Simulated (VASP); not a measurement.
Y: relaxation of cell and atoms with PBE

Y:

```
CELL_PARAMETERS angstrom
-2.09784 2.09784 2.09784
2.09784 -2.09784 2.09784
2.09784 2.09784 -2.09784
ATOMIC_POSITIONS crystal
Y 0.00000 0.00000 0.00000
```

```json
{
  "Program": "VASP 6.6.1",
  "Task": "relaxation of cell and atoms",
  "Functional": "PBE",
  "Potentials or basis": "VASP PAW PBE potentials, release 64 (Y_sv)",
  "Cutoff": "600 eV",
  "k mesh": "14 × 14 × 14",
  "Occupations": "gaussian, width 0.1 eV",
  "Spin": "no spin polarisation",
  "Dipole correction": "no",
  "Further INCAR settings": "ALGO = Fast; EDIFF = 1e-06; IBRION = 2; EDIFFG = -0.01; NSW = 100; ISIF = 3"
}
```

* Relaxed volume: 32.87 Å³/atom
* Relaxed cell: a = 3.495 Å, b = 3.495 Å, c = 3.495 Å, α = 109.47°, β = 109.47°, γ = 109.47°
* Space group after relaxing (to 0.05 Å): Im-3m (No. 229)
* Energy gained by relaxing: 51.2 meV/atom
* Ionic steps: 3
* Pressure after relaxing: 0.0 GPa

The path:
```
step  energy change (eV)  largest force (eV/Å)  pressure (GPa)  volume (Å³)
   1              0.0000                0.0000           -3.73        36.93
   2             -0.0507                0.0000            0.44        32.52
   3             -0.0512                0.0000            0.00        32.87
```

Final structure:
```
Y
1.0
    -2.01802    2.01802    2.01802
     2.01802   -2.01802    2.01802
     2.01802    2.01802   -2.01802
Y
1
Direct
  0.00000 0.00000 0.00000
```

Levels at points of the mesh, in eV from the Fermi level:
```
           k point  band 1  band 2  band 3  band 4  band 5  band 6  band 7  band 8  band 9
(0.00, 0.00, 0.00)  -42.87  -22.57  -22.57  -22.57   -4.82    1.66    1.66    1.66    3.57
(0.50, 0.00, 0.00)  -42.80  -23.11  -22.74  -22.57   -2.00    0.17    0.74    3.50    4.14
(0.50, 0.50, 0.50)  -42.75  -22.95  -22.95  -22.95   -1.46   -1.46    5.45    5.45    5.45
```

It took 84 s on 1 thread of Intel(R) Xeon(R) 6975P-C (Granite Rapids) (shared host), peak memory 0.22 GiB.
